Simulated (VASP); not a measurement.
# Mg2GeN3 (P-3m1) in VASP: a series of runs, part 2 of 2

VASP 6.6.1. Earlier steps stand in the parts before.

**3. Single point, PBE (volume scaled by 0.88, then relaxed in part)**

INCAR

```
PREC = Accurate
ENCUT = 520
EDIFF = 1E-6
ISMEAR = 0
SIGMA = 0.1
LREAL = F
LASPH = T
NELM = 100
ALGO = Normal
ISIF = 2
LWAVE = F
LCHARG = F
GGA = PE
NBANDS = 26
```

KPOINTS

```
regular mesh
0
Gamma
  12 12 4
```

POSCAR

```
Mg2GeN3
1.0
    2.8822038444      0.0000000000      0.0000000000
   -1.4411019222      2.4960617481      0.0000000000
    0.0000000000      0.0000000000      7.3842409457
Mg Ge N
2 1 3
Direct
    0.3333333333      0.6666666667      0.6688522663
    0.6666666667      0.3333333333      0.3311477337
    0.0000000000      0.0000000000      0.0000000000
    0.3333333333      0.6666666667      0.1479879566
    0.6666666667      0.3333333333      0.8520120434
    0.0000000000      0.0000000000      0.5000000000
```

Potentials or basis: VASP PAW PBE potentials, release 64 (Mg, Ge_d, N).

Command:

```console
$ cat potpaw_PBE.64/Mg/POTCAR potpaw_PBE.64/Ge_d/POTCAR potpaw_PBE.64/N/POTCAR > POTCAR
$ mpirun -np 1 vasp_std > vasp.out
```

OUTCAR:

```text
PREC = Accurate
   ENCUT = 520
   EDIFF = 1E-6
   ISMEAR = 0
   LREAL = F
   LASPH = T
   NELM = 100
   ISIF = 2
   GGA = PE

 ion  position               nearest neighbor table
   1  0.333  0.667  0.669-   6 2.08   6 2.08   6 2.08   5 2.14   5 2.14   5 2.14   3 2.96   3 2.96
                             3 2.96   2 3.00   2 3.00   2 3.00
   2  0.667  0.333  0.331-   6 2.08   6 2.08   6 2.08   4 2.14   4 2.14   4 2.14   3 2.96   3 2.96
                             3 2.96   1 3.00   1 3.00   1 3.00
   3  0.000  0.000  0.000-   4 1.99   5 1.99   4 1.99   5 1.99   5 1.99   4 1.99   1 2.96   2 2.96
                             1 2.96   2 2.96   1 2.96   2 2.96
   4  0.333  0.667  0.148-   3 1.99   3 1.99   3 1.99   2 2.14   2 2.14   2 2.14
   5  0.667  0.333  0.852-   3 1.99   3 1.99   3 1.99   1 2.14   1 2.14   1 2.14
   6  0.000  0.000  0.500-   1 2.08   2 2.08   1 2.08   2 2.08   2 2.08   1 2.08

  LATTYP: Found a hexagonal cell.
 ALAT       =     2.8822038444
 C/A-ratio  =     2.5620120381

  Lattice vectors:

 A1 = (   2.8822038444,   0.0000000000,   0.0000000000)
 A2 = (  -1.4411019222,   2.4960617481,   0.0000000000)
 A3 = (   0.0000000000,   0.0000000000,   7.3842409457)

Analysis of symmetry for initial positions (statically):
=====================================================================
 Subroutine PRICEL returns:
 Original cell was already a primitive cell.

 Routine SETGRP: Setting up the symmetry group for a
 hexagonal supercell.

 Subroutine GETGRP returns: Found 12 space group operations
 (whereof 12 operations were pure point group operations)
 out of a pool of 24 trial point group operations.

The static configuration has the point symmetry D_3d.

Analysis of symmetry for dynamics (positions and initial velocities):
=====================================================================
 Subroutine PRICEL returns:
 Original cell was already a primitive cell.

 Routine SETGRP: Setting up the symmetry group for a
 hexagonal supercell.

 Subroutine GETGRP returns: Found 12 space group operations
 (whereof 12 operations were pure point group operations)
[... 134 lines left out ...]
   LORBIT       =      0    0 simple, 1 ext, 2 COOP (PROOUT), +10 PAW based schemes
   GGA     = PE    functional components
   LHFCALC =     F    Hartree Fock is set to
   AEXX    =    0.0000 exact exchange contribution
   IVDW    =     0    specifies the selected vdW correction
   LEPSILON=     F    determine dielectric tensor
   LRPA    =     F    only Hartree local field effects (RPA)
 non-spin polarized calculation
 Gauss-broadening in eV      SIGMA  =   0.10
  energy-cutoff  :      520.00
  volume of cell :       53.12
 maximum number of plane-waves:      1455
 NGX is ok and might be reduce to    24
   NGX = 11   NGY = 11   NGZ = 27

 number of electron      33.0000009 magnetization

 Free energy of the ion-electron system (eV)
  ---------------------------------------------------
  ext. energy  EPLUGINS =         0.00000000
  ---------------------------------------------------
  free energy    TOTEN  =       -33.56321995 eV

  energy without entropy =      -33.54808362  energy(sigma->0) =      -33.55565179

 E-fermi :   6.5277     XC(G=0): -12.2055

 val. band max:        6.5201435151   @ k =  -0.0833   0.3333   0.2500
 cond. band min:       6.5330719984   @ k =   0.1667   0.0833   0.0000
 fundamental gap:      0.0129284833
 Fermi energy:         6.5277456072

 k-point     1 :       0.0000    0.0000    0.0000
  band No.  band energies     occupation
      1     -17.3396      2.00000
      2     -17.3396      2.00000
      3     -17.3240      2.00000
      4     -17.2301      2.00000
      5     -17.2301      2.00000
      6     -11.4465      2.00000
[... 685 lines left out ...]
     25      18.5792      0.00000
     26      19.9095      0.00000

 [... further k-points ...]

------------------------ aborting loop because EDIFF is reached ----------------------------------------

  FORCE on cell =-STRESS in cart. coord.  units (eV):
  Direction    XX          YY          ZZ          XY          YZ          ZX
  --------------------------------------------------------------------------------------
  -------------------------------------------------------------------------------------
  Total        8.8392508      8.8392508      8.8189199      0.0000000     -0.0000000      0.0000000
  in kB      266.5877322    266.5877322    265.9745624      0.0000000     -0.0000000      0.0000000
  external PRESSURE =     266.3833423 kB  Pullay stress =       0.0000000 kB

 VOLUME and BASIS-vectors are now :
 -----------------------------------------------------------------------------
  energy-cutoff  :      520.00
  volume of cell :       53.12
      direct lattice vectors                 reciprocal lattice vectors
     2.882203844  0.000000000  0.000000000     0.346956723  0.200315557  0.000000000
    -1.441101922  2.496061748  0.000000000     0.000000000  0.400631114  0.000000000
     0.000000000  0.000000000  7.384240946     0.000000000  0.000000000  0.135423533

 POSITION                                       TOTAL-FORCE (eV/Angst)
 -----------------------------------------------------------------------------------
     -0.00000      1.66404      4.93897         0.000000      0.000000      0.017493
      1.44110      0.83202      2.44527        -0.000000      0.000000     -0.017493
      0.00000      0.00000      0.00000        -0.000000      0.000000      0.000000
     -0.00000      1.66404      1.09278         0.000000      0.000000      0.027192
      1.44110      0.83202      6.29146        -0.000000      0.000000     -0.027192
      0.00000      0.00000      3.69212        -0.000000      0.000000      0.000000
 -----------------------------------------------------------------------------------
    total drift:                               -0.000000      0.000000     -0.000000

  FREE ENERGIE OF THE ION-ELECTRON SYSTEM (eV)
  ---------------------------------------------------
  free  energy   TOTEN  =       -33.5632199537 eV

  energy  without entropy=      -33.5480836224  energy(sigma->0) =      -33.55565179
```

OSZICAR:

```text
N       E                     dE             d eps       ncg     rms          rms(c)
DAV:   1     0.255606089057E+03    0.25561E+03   -0.15036E+04  4640   0.256E+03
DAV:   2    -0.307651353815E+01   -0.25868E+03   -0.23791E+03  4212   0.653E+02
DAV:   3    -0.370020368024E+02   -0.33926E+02   -0.33074E+02  4146   0.132E+02
DAV:   4    -0.381763703532E+02   -0.11743E+01   -0.11675E+01  4624   0.267E+01
DAV:   5    -0.381975176033E+02   -0.21147E-01   -0.21130E-01  4344   0.389E+00    0.121E+01
DAV:   6    -0.338948325005E+02    0.43027E+01   -0.10443E+01  5256   0.425E+01    0.514E+00
DAV:   7    -0.336250913222E+02    0.26974E+00   -0.18490E+00  4608   0.988E+00    0.324E+00
DAV:   8    -0.336188386187E+02    0.62527E-02   -0.29459E-01  4580   0.428E+00    0.245E+00
DAV:   9    -0.336290103236E+02   -0.10172E-01   -0.19938E-01  5318   0.482E+00    0.198E+00
DAV:  10    -0.335681089919E+02    0.60901E-01   -0.10901E-01  5574   0.302E+00    0.528E-01
DAV:  11    -0.335646484718E+02    0.34605E-02   -0.13709E-02  4144   0.770E-01    0.327E-01
DAV:  12    -0.335637658561E+02    0.88262E-03   -0.11952E-03  4732   0.201E-01    0.209E-01
DAV:  13    -0.335637692089E+02   -0.33528E-05   -0.24826E-03  4968   0.391E-01    0.201E-01
DAV:  14    -0.335632681618E+02    0.50105E-03   -0.60599E-04  4570   0.165E-01    0.733E-02
DAV:  15    -0.335632381927E+02    0.29969E-04   -0.14978E-04  4108   0.594E-02    0.404E-02
DAV:  16    -0.335632192191E+02    0.18974E-04   -0.40979E-05  5110   0.391E-02    0.812E-03
DAV:  17    -0.335632199537E+02   -0.73468E-06   -0.66404E-06  3756   0.190E-02
   1 F= -.33563220E+02 E0= -.33555652E+02  d E =-.151363E-01
```

stdout:

```text
POSCAR found type information on POSCAR MgGeN
 POSCAR found :  3 types and       6 ions
 scaLAPACK will be used
 LDA part: xc-table for (Slater+PW92), standard interpolation
 POSCAR, INCAR and KPOINTS ok, starting setup
 FFT: planning ... GRIDC
 FFT: planning ... GRID_SOFT
 FFT: planning ... GRID
 WAVECAR not read
 entering main loop
```

Run time: 1.8 min. Hardware: 1 thread of Intel Xeon 6975P-C (Granite Rapids), shared host; peak memory 0.24 GiB.

Results:

| Property | Result |
| --- | --- |
| Free energy | -33.5632 eV |
| Pressure | 26.6 GPa |
| Largest force | 0.027 eV/Å |

Forces in eV/Å, atoms in the order of the input:
```
Mg   0.000  0.000  0.017
Mg   0.000  0.000 -0.017
Ge   0.000  0.000  0.000
N    0.000  0.000  0.027
N    0.000  0.000 -0.027
N    0.000  0.000  0.000
```

Levels at points of the mesh, in eV from the Fermi level:
```tsv
k point	band 15	band 16	band 17	band 18	band 19	band 20
(0.00, 0.00, 0.00)	0.19	0.89	0.89	4.69	6.00	8.67
(0.50, 0.00, 0.00)	-1.44	-0.52	-0.18	3.61	7.23	7.25
(0.00, 0.00, 0.50)	-0.28	0.89	0.89	5.35	5.98	8.47
(0.50, 0.00, 0.50)	-0.63	-0.39	-0.07	3.86	6.56	8.47
```
